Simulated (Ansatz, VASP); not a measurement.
Two plane-wave programs on HfTe4

Contents of INCAR:

```
SYSTEM = HfTe4
PREC = Accurate
ENCUT = 500
EDIFF = 1E-7
ISMEAR = 0
SIGMA = 0.1
LREAL = .False.
LASPH = .True.
NELM = 120
ALGO = Normal
ISIF = 3
LWAVE = .False.
LCHARG = .False.
GGA = PE
IBRION = 2
NSW = 100
EDIFFG = -0.01
GGA_COMPAT = .False.
NELMIN = 4
```

File KPOINTS:

```
Automatic mesh
0
Gamma
  8 8 8
  0 0 0
```

File POSCAR:

```
HfTe4
1.0
    5.6370184830      0.0000000000      0.0000000000
    0.0000000000      5.6370184830      0.0000000000
    0.0000000000      0.0000000000      5.6370184830
Hf Te
1 4
Direct
    0.0000000000      0.0000000000      0.0000000000
    0.5000000000      0.5000000000      0.5000000000
    0.0000000000      0.5000000000      0.5000000000
    0.5000000000      0.0000000000      0.5000000000
    0.5000000000      0.5000000000      0.0000000000
```

Input for Ansatz:

```yaml
crystal:
  lattice:
    - [5.637018483, 0.0, 0.0]
    - [0.0, 5.637018483, 0.0]
    - [0.0, 0.0, 5.637018483]
  atoms:
    - { symbol: Hf, position: [0.0, 0.0, 0.0] }
    - { symbol: Te, position: [0.5, 0.5, 0.5] }
    - { symbol: Te, position: [0.0, 0.5, 0.5] }
    - { symbol: Te, position: [0.5, 0.0, 0.5] }
    - { symbol: Te, position: [0.5, 0.5, 0.0] }
basis:
  ecutwfc: 420
kpoints:
  mp_grid: { grid: [8, 8, 8] }
hamiltonian:
  xc: pbe
scf:
  occupations: { method: gaussian, width: 0.1 }
output:
  forces: true
  stress: true
  eigenvalues: true
relax:
  adjacent_minimum: "off"
  f_tol: 0.01
  max_steps: 80
  cell: { stress_tol: 0.05 }
```

Change from the starting cell: species swapped into the Mn4N type (Pm-3m, No. 221).

Alike in both runs: task relaxation of cell and atoms; functional PBE; k mesh 8 × 8 × 8; occupations gaussian, width 0.1 eV; no spin polarisation.

|  | VASP | Ansatz |
| --- | --- | --- |
| version | VASP 6.6.1 | Ansatz 0.2.0 |
| potentials or method | VASP PAW PBE potentials, release 64 (Hf_pv, Te), cutoff 500 eV | scalar-relativistic, plane waves, PAW |
| valence electrons in the cell | 34 | 90 |

```tsv
	VASP	Ansatz	Ansatz less VASP
gap on the k mesh at the Fermi level, each at its own relaxed structure (eV)	none	none	-
relaxed volume (Å³/atom)	35.71	35.75	+0.043
relaxed cell length with the largest relative difference (Å)	5.631	5.633	+0.0022
```

A gap of «none» marks a metal or a gap that the smearing closes. VASP's potentials hold 34 valence electrons a cell and Ansatz's 90, so a difference there can come from the potentials and not from the codes.

Neither program's run includes spin-orbit coupling. Noted on VASP's run: too few bands were computed for a metal, which touches its energy and stress.
